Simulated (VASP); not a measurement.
AlN: single point with PBE

The system is AlN.

```
Al N
1.0
     0.00000    2.01887    2.01887
     2.01887    0.00000    2.01887
     2.01887    2.01887    0.00000
Al N
1 1
Direct
  0.00000 0.00000 0.00000
  0.50000 0.50000 0.50000
```

```
Program             : VASP 6.6.1
Task                : single point
Functional          : PBE
Potentials or basis : VASP PAW PBE potentials, release 64 (Al, N)
Cutoff              : 520 eV
k mesh              : 10 × 10 × 10
Occupations         : gaussian, width 0.01 eV
Spin                : no spin polarisation
```

```
Pressure               : 6.1 GPa
Band gap on the k mesh : 4.65 eV, indirect (least direct gap 5.74 eV)
```

Levels at points of the mesh, in eV from the valence-band top:
```csv
k point,band 2,band 3,band 4,band 5,band 6,band 7
"(0.00, 0.00, 0.00)",0.00,0.00,0.00,5.74,12.18,12.18
"(0.50, 0.00, 0.00)",-8.33,-1.08,-1.08,6.16,11.03,11.03
"(0.50, 0.50, 0.00)",-7.41,-2.81,-2.81,4.65,5.30,14.10
```

Run time: 8.4 s on 1 thread of Intel(R) Xeon(R) Platinum 8488C (Sapphire Rapids), with other jobs on the host, peak memory 0.13 GiB.

A k mesh can miss the band edges. A hybrid or GW would open this gap; PBE tends to underestimate it.
